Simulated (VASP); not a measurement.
# Sc (Pm-3m) in VASP: a series of runs

The runs below take Sc through single point, with LDA.

All numbers are computed with VASP 6.6.1; they aren't measurements. Logs are shortened: lines on timing, memory, paths and dates and some standing lists are left out, and cuts for length are marked.

**1. The cell of the first run**

Symmetry: Pm-3m, No. 221, cubic system. Conventional cell: a = 2.892 Å, b = 2.892 Å, c = 2.892 Å, α = 90.00°, β = 90.00°, γ = 90.00°. Within 3.8 Å of Sc (site symmetry m-3m) lie 6 Sc at 2.89 Å.

This isn't the form of Sc at room conditions, which is hcp.

**2. Single point, LDA (24.19 Å³/atom)**

INCAR

```
SYSTEM = Sc
PREC     = Accurate       ! precision mode
ENCUT    = 520            ! plane-wave cutoff, eV
EDIFF    = 1E-6           ! SCF threshold, eV
ISMEAR   = -1             ! smearing method
SIGMA    = 0.1            ! smearing width, eV
LREAL    = .False.        ! projectors in reciprocal space
LASPH    = .True.         ! aspherical terms in the spheres
NELM     = 60             ! most SCF steps
ALGO     = Normal         ! electronic algorithm
ISIF     = 2              ! what is computed and relaxed
LWAVE    = .False.        ! write WAVECAR
LCHARG   = .False.        ! write CHGCAR
GGA      = CA             ! functional
NBANDS   = 12             ! bands
```

KPOINTS

```
regular mesh
0
Gamma
  12 12 12
  0 0 0
```

POSCAR

```
Sc
1.0
    2.8920129062      0.0000000000      0.0000000000
    0.0000000000      2.8920129062      0.0000000000
    0.0000000000      0.0000000000      2.8920129062
Sc
1
Direct
    0.0000000000      0.0000000000      0.0000000000
```

Potentials or basis: VASP PAW LDA potentials, release 64 (Sc_sv).

The run is started by

```
$ cat potpaw_LDA.64/Sc_sv/POTCAR > POTCAR
$ mpirun -np 1 vasp_std > vasp.out
```

OUTCAR:

```text
SYSTEM = Sc
   PREC = Accurate
   ENCUT = 520
   EDIFF = 1E-6
   ISMEAR = -1
   LREAL = .False.
   LASPH = .True.
   NELM = 60
   ISIF = 2
   GGA = CA

 ion  position               nearest neighbor table
   1  0.000  0.000  0.000-

  LATTYP: Found a simple cubic cell.
 ALAT       =     2.8920129062

  Lattice vectors:

 A1 = (   2.8920129062,   0.0000000000,   0.0000000000)
 A2 = (   0.0000000000,   2.8920129062,   0.0000000000)
 A3 = (   0.0000000000,   0.0000000000,   2.8920129062)

Analysis of symmetry for initial positions (statically):
=====================================================================
 Subroutine PRICEL returns:
 Original cell was already a primitive cell.

 Routine SETGRP: Setting up the symmetry group for a
 simple cubic supercell.

 Subroutine GETGRP returns: Found 48 space group operations
 (whereof 48 operations were pure point group operations)
 out of a pool of 48 trial point group operations.

The static configuration has the point symmetry O_h .

Analysis of symmetry for dynamics (positions and initial velocities):
=====================================================================
 Subroutine PRICEL returns:
 Original cell was already a primitive cell.

 Routine SETGRP: Setting up the symmetry group for a
 simple cubic supercell.

 Subroutine GETGRP returns: Found 48 space group operations
 (whereof 48 operations were pure point group operations)
 out of a pool of 48 trial point group operations.

The dynamic configuration has the point symmetry O_h .

 Subroutine INISYM returns: Found 48 space group operations
 (whereof 48 operations are pure point group operations),
 and found     1 'primitive' translations

----------------------------------------------------------------------------------------

                                     Primitive cell

  volume of cell :      24.1880

  direct lattice vectors                    reciprocal lattice vectors
     2.892012906  0.000000000  0.000000000     0.345779923  0.000000000  0.000000000
     0.000000000  2.892012906  0.000000000     0.000000000  0.345779923  0.000000000
     0.000000000  0.000000000  2.892012906     0.000000000  0.000000000  0.345779923

  length of vectors
     2.892012906  2.892012906  2.892012906     0.345779923  0.345779923  0.345779923

  position of ions in fractional coordinates (direct lattice)
     0.000000000  0.000000000  0.000000000

  ion indices of the primitive-cell ions
   primitive index   ion index
                 1           1

----------------------------------------------------------------------------------------

 KPOINTS: regular mesh

Automatic generation of k-mesh.
 Grid dimensions read from file:
 generate k-points for:   12   12   12

 Generating k-lattice:

  Cartesian coordinates                     Fractional coordinates (reciprocal lattice)
     0.028814994  0.000000000  0.000000000     0.083333333  0.000000000  0.000000000
     0.000000000  0.028814994  0.000000000     0.000000000  0.083333333  0.000000000
     0.000000000  0.000000000  0.028814994     0.000000000  0.000000000  0.083333333

  Length of vectors
     0.028814994  0.028814994  0.028814994

  Shift w.r.t. Gamma in fractional coordinates (k-lattice)
     0.000000000  0.000000000  0.000000000

 Subroutine IBZKPT returns following result:
 ===========================================

 Found     84 irreducible k-points:

 Following reciprocal coordinates:
            Coordinates               Weight
  0.000000  0.000000  0.000000      1.000000
  0.083333  0.000000  0.000000      6.000000
  0.166667  0.000000  0.000000      6.000000
  0.250000  0.000000  0.000000      6.000000
  0.333333  0.000000  0.000000      6.000000
  0.416667  0.000000  0.000000      6.000000
[... 16 lines left out ...]
  0.333333  0.333333  0.000000     12.000000
  0.416667  0.333333  0.000000     24.000000
 [... further k-points ...]
   k-points           NKPTS =     84   k-points in BZ     NKDIM =     84   number of bands    NBANDS=     12
   number of dos      NEDOS =    301   number of ions     NIONS =      1
   total plane-waves  NPLWV =  13824
   dimension x,y,z NGX =    24 NGY =   24 NGZ =   24
   dimension x,y,z NGXF=    48 NGYF=   48 NGZF=   48
   ions per type =               1
   NGX,Y,Z   is equivalent  to a cutoff of  13.80, 13.80, 13.80 a.u.
   NGXF,Y,Z  is equivalent  to a cutoff of  27.59, 27.59, 27.59 a.u.
 SYSTEM =  Sc
   PREC   = accura    normal or accurate (medium, high low for compatibility)
   ISTART =      0    job   : 0-new  1-cont  2-samecut
   ICHARG =      2    charge: 1-file 2-atom 10-const
   ISPIN  =      1    spin polarized calculation?
   LNONCOLLINEAR =      F non collinear calculations
   LSORBIT =      F    spin-orbit coupling
   LASPH  =      T    aspherical Exc in radial PAW
   ENCUT  =  520.0 eV  38.22 Ry    6.18 a.u.   5.38  5.38  5.38*2*pi/ulx,y,z
   NELM   =     60;   NELMIN=  2; NELMDL= -5     # of ELM steps
   EDIFF  = 0.1E-05   stopping-criterion for ELM
   LREAL  =      F    real-space projection
   EDIFFG = 0.1E-04   stopping-criterion for IOM
   NSW    =      0    number of steps for IOM
   IBRION =     -1    ionic relax: 0-MD 1-quasi-New 2-CG
   NFREE  =      0    steps in history (QN), initial steepest desc. (CG)
   ISIF   =      2    stress and relaxation
   ISYM   =      2    0-nonsym 1-usesym 2-fastsym
   POTIM  = 0.5000    time-step for ionic-motion
   TEBEG  =    0.0;   TEEND  =   0.0 temperature during run
   PSTRESS=    0.0 pullay stress
   NELECT =      11.0000    total number of electrons
   NUPDOWN=      -1.0000    fix difference up-down
   EMIN   =  10.00;   EMAX   =-10.00  energy-range for DOS
   EFERMI =   0.00;   METHOD = LEGACY
   ISMEAR =    -1;   SIGMA  =   0.10  broadening in eV -4-tet -1-fermi 0-gaus
   EFERMI_NEDOS =   21; number of points for ismear=-14 and -15
   IALGO  =     38    algorithm
   IMIX   =      4    mixing-type and parameters
     AMIX     =   0.40;   BMIX     =  1.00
     AMIX_MAG =   1.60;   BMIX_MAG =  1.00
  volume/ion in A,a.u.               =      24.19       163.23
  Fermi-wavevector in a.u.,A,eV,Ry     =   1.258941  2.379054 21.564327  1.584933
  Thomas-Fermi vector in A             =   2.392526
   LORBIT       =      0    0 simple, 1 ext, 2 COOP (PROOUT), +10 PAW based schemes
   GGA     = CA    functional components
   LHFCALC =     F    Hartree Fock is set to
   AEXX    =    0.0000 exact exchange contribution
   IVDW    =     0    specifies the selected vdW correction
   LEPSILON=     F    determine dielectric tensor
   LRPA    =     F    only Hartree local field effects (RPA)
 non-spin polarized calculation
  energy-cutoff  :      520.00
  volume of cell :       24.19
 maximum number of plane-waves:       672
 NGX is ok and might be reduce to    24
   NGX = 11   NGY = 11   NGZ = 11

 number of electron      11.0000002 magnetization

 Free energy of the ion-electron system (eV)
  ---------------------------------------------------
  ext. energy  EPLUGINS =         0.00000000
  ---------------------------------------------------
  free energy    TOTEN  =        -6.02648116 eV

  energy without entropy =       -5.94121019  energy(sigma->0) =       -5.98384568

 E-fermi :   3.6509     XC(G=0): -10.1524

 val. band max:        3.6480532197   @ k =   0.2500   0.2500   0.0000
 cond. band min:       3.6548137903   @ k =   0.3333   0.1667   0.0000
 fundamental gap:      0.0067605706
 Fermi energy:         3.6508559835

 k-point     1 :       0.0000    0.0000    0.0000
  band No.  band energies     occupation
      1     -45.2477      2.00000
      2     -23.8830      2.00000
      3     -23.8830      2.00000
      4     -23.8830      2.00000
      5      -1.4083      2.00000
      6       3.0627      1.99444
      7       3.0627      1.99444
      8       7.7408      0.00000
      9       7.7408      0.00000
     10       7.7408      0.00000
     11      16.5662      0.00000
     12      16.5662      0.00000

 k-point     2 :       0.0833    0.0000    0.0000
  band No.  band energies     occupation
      1     -45.2418      2.00000
      2     -23.9303      2.00000
      3     -23.8790      2.00000
      4     -23.8790      2.00000
      5      -1.2571      2.00000
      6       3.1024      1.99173
      7       3.1632      1.98487
      8       7.5969      0.00000
      9       7.5969      0.00000
     10       7.7511      0.00000
     11      15.5326      0.00000
     12      16.8228      0.00000

 k-point     3 :       0.1667    0.0000    0.0000
  band No.  band energies     occupation
      1     -45.2256      2.00000
      2     -24.0578      2.00000
      3     -23.8681      2.00000
      4     -23.8681      2.00000
      5      -0.8230      2.00000
      6       3.2137      1.97506
      7       3.4285      1.80475
      8       7.2324      0.00000
      9       7.2324      0.00000
     10       7.7796      0.00000
     11      13.7485      0.00000
     12      17.5274      0.00000
[... 286 lines left out ...]
 k-point    23 :       0.3333    0.3333    0.0000
  band No.  band energies     occupation
      1     -45.1163      2.00000
      2     -24.3356      2.00000
      3     -24.3192      2.00000
      4     -23.7949      2.00000
      5       1.8788      2.00000
      6       3.5085      1.61170
      7       5.5994      0.00000
      8       6.0185      0.00000
      9       6.5809      0.00000
     10       6.7225      0.00000
     11      11.1687      0.00000
     12      14.0340      0.00000

 k-point    24 :       0.4167    0.3333    0.0000
  band No.  band energies     occupation
      1     -45.1003      2.00000
      2     -24.4423      2.00000
      3     -24.3105      2.00000
      4     -23.7843      2.00000
      5       2.0521      2.00000
      6       3.5205      1.57272
      7       5.8031      0.00000
      8       6.3958      0.00000
      9       6.7229      0.00000
     10       6.7405      0.00000
     11      10.2931      0.00000
     12      14.4078      0.00000

 [... further k-points ...]

------------------------ aborting loop because EDIFF is reached ----------------------------------------

  FORCE on cell =-STRESS in cart. coord.  units (eV):
  Direction    XX          YY          ZZ          XY          YZ          ZX
  --------------------------------------------------------------------------------------
  -------------------------------------------------------------------------------------
  Total       -0.2255004     -0.2255004     -0.2255004     -0.0000000      0.0000000      0.0000000
  in kB      -14.9367874    -14.9367874    -14.9367874     -0.0000000      0.0000000      0.0000000
  external PRESSURE =     -14.9367874 kB  Pullay stress =       0.0000000 kB

 VOLUME and BASIS-vectors are now :
 -----------------------------------------------------------------------------
  energy-cutoff  :      520.00
  volume of cell :       24.19
      direct lattice vectors                 reciprocal lattice vectors
     2.892012906  0.000000000  0.000000000     0.345779923  0.000000000  0.000000000
     0.000000000  2.892012906  0.000000000     0.000000000  0.345779923  0.000000000
     0.000000000  0.000000000  2.892012906     0.000000000  0.000000000  0.345779923

 POSITION                                       TOTAL-FORCE (eV/Angst)
 -----------------------------------------------------------------------------------
      0.00000      0.00000      0.00000         0.000000      0.000000      0.000000
 -----------------------------------------------------------------------------------
    total drift:                                0.000000      0.000000      0.000000

  FREE ENERGIE OF THE ION-ELECTRON SYSTEM (eV)
  ---------------------------------------------------
  free  energy   TOTEN  =        -6.0264811593 eV

  energy  without entropy=       -5.9412101936  energy(sigma->0) =       -5.98384568
```

Run time: 21 s. Hardware: 1 thread of Intel Xeon 8259CL, shared host; peak memory 0.14 GiB.

What came out:

| Item | Value |
| --- | --- |
| Free energy | -6.0265 eV |
| Pressure | -1.5 GPa |
| Band gap on the k mesh | zero (an odd number of electrons rules out a gap without spin polarisation) |

**3. Single point, LDA (25.12 Å³/atom)**

This run uses another cell than the first one, of 25.12 Å³/atom.

INCAR

```
PREC = Accurate ; ENCUT = 520
EDIFF = 1E-6 ; ISMEAR = -1
SIGMA = 0.1 ; LREAL = False
LASPH = True ; NELM = 100
ALGO = Normal ; ISIF = 2
LWAVE = False ; LCHARG = False
GGA = CA ; NBANDS = 12
```

KPOINTS

```
Automatic mesh
0
Gamma
  12 12 12
```

POSCAR

```
Sc
1.0
    2.9286245511      0.0000000000      0.0000000000
    0.0000000000      2.9286245511      0.0000000000
    0.0000000000      0.0000000000      2.9286245511
Sc
1
Direct
    0.0000000000      0.0000000000      0.0000000000
```

Potentials or basis: VASP PAW LDA potentials, release 64 (Sc_sv).

The run is started by

```
$ cat potpaw_LDA.64/Sc_sv/POTCAR > POTCAR
$ mpirun -np 1 vasp_std > vasp.out
```

It took 23 s on 1 thread of Intel Xeon 8259CL, shared host; peak memory 0.14 GiB.

It converged, with:

| Property | Result |
| --- | --- |
| Free energy | -6.0144 eV |
| Pressure | -2.8 GPa |
| Band gap on the k mesh | zero (an odd number of electrons rules out a gap without spin polarisation) |

Levels at points of the mesh, in eV from the Fermi level:
| k point | band 3 | band 4 | band 5 | band 6 | band 7 | band 8 |
| --- | --- | --- | --- | --- | --- | --- |
| (0.00, 0.00, 0.00) | -27.63 | -27.63 | -4.99 | -0.54 | -0.54 | 3.93 |
| (0.50, 0.00, 0.00) | -27.58 | -27.58 | -1.65 | -0.35 | 0.08 | 2.30 |
| (0.50, 0.50, 0.00) | -28.15 | -27.53 | -1.79 | 0.23 | 2.66 | 2.66 |
| (0.50, 0.50, 0.50) | -28.07 | -28.07 | -0.50 | -0.50 | -0.50 | 4.99 |

[end of part 1 of 2]
